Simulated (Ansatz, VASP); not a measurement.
One calculation of C, two programs

```
CELL_PARAMETERS angstrom
2.51292 0.00000 0.00000
-1.25646 2.17625 0.00000
0.00000 0.00000 25.77191
ATOMIC_POSITIONS crystal
C 0.33333 0.66667 0.29615
C 0.00000 0.00000 0.30630
C 0.00000 0.00000 0.37118
C 0.66667 0.33333 0.39002
C 0.66667 0.33333 0.45030
C 0.33333 0.66667 0.47008
C 0.33333 0.66667 0.52992
C 0.00000 0.00000 0.54970
C 0.00000 0.00000 0.60998
C 0.66667 0.33333 0.62882
C 0.66667 0.33333 0.69370
C 0.33333 0.66667 0.70385
```

Alike in both runs: functional PBEsol; k mesh 12 × 12 × 1; occupations gaussian, width 0.05 eV; no spin polarisation.

Ansatz relaxed the structure, and its values are those at the end. VASP's run is a single point on that final structure, the one shown.

|  | VASP | Ansatz |
| --- | --- | --- |
| version | VASP 6.6.1 | Ansatz 0.2.0 |
| potentials or method | VASP PAW PBE potentials, release 64 (C), cutoff 520 eV | scalar-relativistic, plane waves, PAW |
| valence electrons in the cell | 48 | 48 |

```tsv
	VASP	Ansatz	Ansatz less VASP
gap on the k mesh at the Fermi level (eV)	none	none	-
rms of the force components (eV/Å)	0.008	0.002	-0.0064
work function, face that differs most (eV)	4.74	4.74	+0.002
```

VASP's potentials were made for PBE, not for PBEsol. A gap of «none» marks a metal or a gap that the smearing closes. Ansatz's warnings: xc potential rough in thin density.
